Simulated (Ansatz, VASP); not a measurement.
# Ga2As in VASP and in Ansatz

```
CELL_PARAMETERS angstrom
5.74924 0.00000 0.00000
0.00000 5.74924 0.00000
0.00000 0.00000 5.74924
ATOMIC_POSITIONS crystal
Ga 0.25000 0.25000 0.25000
Ga 0.25000 0.75000 0.75000
Ga 0.75000 0.75000 0.25000
Ga 0.75000 0.25000 0.75000
As 0.00000 0.00000 0.00000
As 0.50000 0.50000 0.50000
```

Change from the starting cell: species swapped into the Au2S type (Pn-3m, No. 224).

Alike in both runs: functional PBE; k mesh 8 × 8 × 8; occupations gaussian, width 0.1 eV; no spin polarisation.

Ansatz relaxed the structure, and its values are those at the end. VASP's run is a single point on that final structure, the one shown.

```csv
,VASP,Ansatz
version,VASP 6.6.1,Ansatz 0.2.0
potentials or method,"VASP PAW PBE potentials, release 64 (Ga_d, As), cutoff 520 eV","scalar-relativistic, plane waves, PAW"
valence electrons in the cell,62,82
```

|  | VASP | Ansatz | Ansatz less VASP |
| --- | --- | --- | --- |
| gap on the k mesh at the Fermi level (eV) | none | none | - |
| pressure (GPa) | 0.1 | 0.0 | -0.10 |

A gap of «none» marks a metal or a gap that the smearing closes. With one functional, cell and mesh, what is left measures potentials, basis and numerics. VASP's potentials hold 62 valence electrons a cell and Ansatz's 82, so a difference there can come from the potentials and not from the codes.
